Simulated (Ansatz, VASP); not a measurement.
# LiH: VASP beside Ansatz

The input INCAR:

```
SYSTEM = LiH
  PREC = Accurate
  ENCUT = 600
  EDIFF = 1E-7
  ISMEAR = 0
  SIGMA = 0.02
  LREAL = .FALSE.
  LASPH = .TRUE.
  NELM = 80
  ALGO = Normal
  ISIF = 3
  LWAVE = .FALSE.
  LCHARG = .FALSE.
  GGA = PE
  IBRION = 2
  NSW = 100
  EDIFFG = -0.01
```

Contents of KPOINTS:

```
Automatic mesh
0
G
  10 10 4
  0 0 0
```

File POSCAR:

```
LiH
1.0
    1.5524462985     -2.9612081217      0.0000000000
    1.5524462985      2.9612081217      0.0000000000
   -1.1520599179      0.0000000000      7.5102588855
Li H
2 2
Direct
    0.5000000000      0.5000000000      0.5000000000
    0.5000000000      0.5000000000      0.0000000000
    0.0000000000      0.5000000000      0.0000000000
    0.5000000000      0.0000000000      0.5000000000
```

Input for Ansatz:

```yaml
crystal:
  lattice:
    - [1.5524462985, -2.9612081217, 0.0]
    - [1.5524462985, 2.9612081217, 0.0]
    - [-1.1520599179, 0.0, 7.5102588855]
  atoms:
    - { symbol: Li, position: [0.5, 0.5, 0.5] }
    - { symbol: Li, position: [0.5, 0.5, 0.0] }
    - { symbol: H, position: [0.0, 0.5, 0.0] }
    - { symbol: H, position: [0.5, 0.0, 0.5] }
basis:
  ecutwfc: 420
kpoints:
  mp_grid: { grid: [10, 10, 4] }
hamiltonian:
  xc: pbe
scf:
  occupations: { method: gaussian, width: 0.02 }
output:
  forces: true
  stress: true
  eigenvalues: true
relax:
  adjacent_minimum: "off"
  f_tol: 0.01
  max_steps: 80
  cell: { stress_tol: 0.05 }
```

Alike in both runs: task relaxation of cell and atoms; functional PBE; k mesh 10 × 10 × 4; occupations gaussian, width 0.02 eV; no spin polarisation.

|  | VASP | Ansatz |
| --- | --- | --- |
| version | VASP 6.6.1 | Ansatz 0.2.0 |
| potentials or method | VASP PAW PBE potentials, release 64 (Li_sv, H), cutoff 600 eV | scalar-relativistic, plane waves, PAW |
| valence electrons in the cell | 8 | 8 |

|  | VASP | Ansatz | Ansatz less VASP |
| --- | --- | --- | --- |
| gap on the k mesh at the Fermi level, each at its own relaxed structure (eV) | 1.87 | 1.91 | +0.044 |
| relaxed volume (Å³/atom) | 17.26 | 18.42 | +1.158 |
| relaxed length of the cell vector where the two differ most in proportion (Å) | 7.600 | 8.110 | +0.5098 |

One of these differences is far larger than is usual between the two programs; its cause wasn't traced.

Noted on VASP's run: the cutoff is under 1.25 times that of the potentials, so the pressure is a little rough.
